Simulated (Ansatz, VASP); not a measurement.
**TePb3Se2 in VASP and in Ansatz**

```
CELL_PARAMETERS angstrom
4.48378 0.00000 0.00000
-2.24189 3.88306 0.00000
0.00000 0.00000 10.96637
ATOMIC_POSITIONS crystal
Te 0.00000 0.00000 0.00000
Pb 0.66667 0.33333 0.81891
Pb 0.00000 0.00000 0.50000
Pb 0.33333 0.66667 0.18109
Se 0.33333 0.66667 0.65974
Se 0.66667 0.33333 0.34026
```

Alike in both runs: functional PBE; k mesh 6 × 6 × 2; occupations gaussian, width 0.1 eV; no spin polarisation.

Ansatz relaxed the structure, and its values are those at the end. VASP's run is a single point on that final structure, the one shown.

|  | VASP | Ansatz |
| --- | --- | --- |
| version | VASP 6.6.1 | Ansatz 0.2.0 |
| potentials or method | VASP PAW PBE potentials, release 64 (Te, Pb_d, Se), cutoff 520 eV | scalar-relativistic, plane waves, PAW |
| valence electrons in the cell | 60 | 90 |

Ansatz gave:

```
gap on the k mesh at the Fermi level (eV) : 0.58
least direct gap on the mesh (eV)         : 0.58
pressure (GPa)                            : -0.1
rms of the force components (eV/Å)        : 0.007
```

Q: Which values does VASP return?

A: gap on the k mesh at the Fermi level (eV): 0.58; least direct gap on the mesh (eV): 0.58; pressure (GPa): -0.1; rms of the force components (eV/Å): 0.008.

VASP's potentials hold 60 valence electrons a cell and Ansatz's 90, so a difference there can come from the potentials and not from the codes.

Spin-orbit coupling is off throughout.
